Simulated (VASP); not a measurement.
A run of VASP 6.6.1 is set up as follows.

INCAR

```
SYSTEM = CuAs
PREC = Accurate
ENCUT = 520
EDIFF = 1E-6
ISMEAR = 0
SIGMA = 0.15
LREAL = .FALSE.
LASPH = .TRUE.
NELM = 60
ALGO = Normal
ISIF = 2
LWAVE = .FALSE.
LCHARG = .FALSE.
GGA = CA
NBANDS = 24
```

Contents of KPOINTS:

```
regular mesh
0
G
  12 12 8
  0 0 0
```

Contents of POSCAR:

```
CuAs
1.0
    3.6915000000      0.0000000000      0.0000000000
   -1.8457500000      3.1969327781      0.0000000000
    0.0000000000      0.0000000000      4.7285000000
Cu As
2 2
Direct
    0.0000000000      0.0000000000      0.5000000000
    0.0000000000      0.0000000000      0.0000000000
    0.6666666667      0.3333333333      0.7500000000
    0.3333333333      0.6666666667      0.2500000000
```

Potentials or basis: VASP PAW LDA potentials, release 64 (Cu, As).

Launch:

```console
$ cat potpaw_LDA.64/Cu/POTCAR potpaw_LDA.64/As/POTCAR > POTCAR
$ mpirun -np 1 vasp_std > vasp.out
```

(1) Estimate the band gap on the k mesh.

(2) Estimate the pressure.

Answers

(1) zero (band 16 reaches 9.62 eV, above the bottom of band 17 at 7.41 eV).

(2) 12.0 GPa.
